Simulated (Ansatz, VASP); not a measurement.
AlB17N18: VASP beside Ansatz

File INCAR:

```
SYSTEM = AlB17N18
PREC = Accurate
ENCUT = 520
EDIFF = 1E-8
ISMEAR = -1
SIGMA = 0.01
LREAL = Auto
LASPH = .TRUE.
NELM = 100
ALGO = Normal
ISIF = 2
LWAVE = .FALSE.
LCHARG = .FALSE.
GGA = PE
LEFG = .TRUE.
NBANDS = 96
```

The input KPOINTS:

```
Automatic mesh
0
G
  3 3 3
  0 0 0
```

File POSCAR:

```
AlB17N18
1.0
    7.4947200000      0.0000000000      0.0000000000
   -3.7473600000      6.4906179144      0.0000000000
    0.0000000000      0.0000000000      6.6357000000
Al B N
1 17 18
Direct
    0.1111111111      0.2222222222      0.2500000000
    0.1111111111      0.5555555556      0.2500000000
    0.1111111111      0.8888888889      0.2500000000
    0.4444444444      0.2222222222      0.2500000000
    0.4444444444      0.5555555556      0.2500000000
    0.4444444444      0.8888888889      0.2500000000
    0.7777777778      0.2222222222      0.2500000000
    0.7777777778      0.5555555556      0.2500000000
    0.7777777778      0.8888888889      0.2500000000
    0.2222222222      0.1111111111      0.7500000000
    0.2222222222      0.4444444444      0.7500000000
    0.2222222222      0.7777777778      0.7500000000
    0.5555555556      0.1111111111      0.7500000000
    0.5555555556      0.4444444444      0.7500000000
    0.5555555556      0.7777777778      0.7500000000
    0.8888888889      0.1111111111      0.7500000000
    0.8888888889      0.4444444444      0.7500000000
    0.8888888889      0.7777777778      0.7500000000
    0.1111111111      0.2222222222      0.7500000000
    0.1111111111      0.5555555556      0.7500000000
    0.1111111111      0.8888888889      0.7500000000
    0.4444444444      0.2222222222      0.7500000000
    0.4444444444      0.5555555556      0.7500000000
    0.4444444444      0.8888888889      0.7500000000
    0.7777777778      0.2222222222      0.7500000000
    0.7777777778      0.5555555556      0.7500000000
    0.7777777778      0.8888888889      0.7500000000
    0.2222222222      0.1111111111      0.2500000000
    0.2222222222      0.4444444444      0.2500000000
    0.2222222222      0.7777777778      0.2500000000
    0.5555555556      0.1111111111      0.2500000000
    0.5555555556      0.4444444444      0.2500000000
    0.5555555556      0.7777777778      0.2500000000
    0.8888888889      0.1111111111      0.2500000000
    0.8888888889      0.4444444444      0.2500000000
    0.8888888889      0.7777777778      0.2500000000
```

Input for Ansatz:

```yaml
crystal:
  lattice:
    - [7.49472, 0.0, 0.0]
    - [-3.74736, 6.4906179144, 0.0]
    - [0.0, 0.0, 6.6357]
  atoms:
    - { symbol: Al, position: [0.1111111111, 0.2222222222, 0.25] }
    - { symbol: B, position: [0.1111111111, 0.5555555556, 0.25] }
    - { symbol: B, position: [0.1111111111, 0.8888888889, 0.25] }
    - { symbol: B, position: [0.4444444444, 0.2222222222, 0.25] }
    - { symbol: B, position: [0.4444444444, 0.5555555556, 0.25] }
    - { symbol: B, position: [0.4444444444, 0.8888888889, 0.25] }
    - { symbol: B, position: [0.7777777778, 0.2222222222, 0.25] }
    - { symbol: B, position: [0.7777777778, 0.5555555556, 0.25] }
    - { symbol: B, position: [0.7777777778, 0.8888888889, 0.25] }
    - { symbol: B, position: [0.2222222222, 0.1111111111, 0.75] }
    - { symbol: B, position: [0.2222222222, 0.4444444444, 0.75] }
    - { symbol: B, position: [0.2222222222, 0.7777777778, 0.75] }
    - { symbol: B, position: [0.5555555556, 0.1111111111, 0.75] }
    - { symbol: B, position: [0.5555555556, 0.4444444444, 0.75] }
    - { symbol: B, position: [0.5555555556, 0.7777777778, 0.75] }
    - { symbol: B, position: [0.8888888889, 0.1111111111, 0.75] }
    - { symbol: B, position: [0.8888888889, 0.4444444444, 0.75] }
    - { symbol: B, position: [0.8888888889, 0.7777777778, 0.75] }
    - { symbol: "N", position: [0.1111111111, 0.2222222222, 0.75] }
    - { symbol: "N", position: [0.1111111111, 0.5555555556, 0.75] }
    - { symbol: "N", position: [0.1111111111, 0.8888888889, 0.75] }
    - { symbol: "N", position: [0.4444444444, 0.2222222222, 0.75] }
    - { symbol: "N", position: [0.4444444444, 0.5555555556, 0.75] }
    - { symbol: "N", position: [0.4444444444, 0.8888888889, 0.75] }
    - { symbol: "N", position: [0.7777777778, 0.2222222222, 0.75] }
    - { symbol: "N", position: [0.7777777778, 0.5555555556, 0.75] }
    - { symbol: "N", position: [0.7777777778, 0.8888888889, 0.75] }
    - { symbol: "N", position: [0.2222222222, 0.1111111111, 0.25] }
    - { symbol: "N", position: [0.2222222222, 0.4444444444, 0.25] }
    - { symbol: "N", position: [0.2222222222, 0.7777777778, 0.25] }
    - { symbol: "N", position: [0.5555555556, 0.1111111111, 0.25] }
    - { symbol: "N", position: [0.5555555556, 0.4444444444, 0.25] }
    - { symbol: "N", position: [0.5555555556, 0.7777777778, 0.25] }
    - { symbol: "N", position: [0.8888888889, 0.1111111111, 0.25] }
    - { symbol: "N", position: [0.8888888889, 0.4444444444, 0.25] }
    - { symbol: "N", position: [0.8888888889, 0.7777777778, 0.25] }
kpoints:
  mp_grid: { grid: [3, 3, 3] }
scf:
  occupations: { method: fermi_dirac, width: 0.01 }
hamiltonian:
  xc: pbe
  pseudopotentials: { kind: paw }
output:
  forces: true
  stress: true
  populations: true
  efg:
    quadrupole_moments_barn: { Al: 0.1466, B: 0.04059, "N": 0.02044 }
    contact_densities: true
```

Alike in both runs: task electric field gradients; functional PBE; k mesh 3 × 3 × 3; occupations fermi-dirac, width 0.01 eV; no spin polarisation.

|  | VASP | Ansatz |
| --- | --- | --- |
| version | VASP 6.6.1 | Ansatz 0.2.0 |
| potentials or method | VASP PAW PBE potentials, release 64 (Al, B, N) | plane-wave PAW, scalar-relativistic |
| plane-wave cutoff (eV) | 520 | 420 |
| valence electrons in the cell | 144 | 144 |

Ansatz gave:

* gap on the k mesh at the Fermi level (eV): 4.36
* pressure (GPa): 20.1
* traceless stress, the component that is largest in VASP (GPa): -17.22
* rms of the force components (eV/Å): 3.146
* size of Vzz on the site where it differs most (V/Å²): 171.3

Estimate VASP's values.

gap on the k mesh at the Fermi level (eV): 4.35; pressure (GPa): 20.4; traceless stress, the component that is largest in VASP (GPa): -17.67; rms of the force components (eV/Å): 3.191; size of Vzz on the site where it differs most (V/Å²): 218.8.

Atom by atom the forces differ by 0.045 eV/Å (rms over components). The functional is the same, so the differences come from potentials, cutoffs and numerics. Ansatz's warnings: efg cores unanswered.
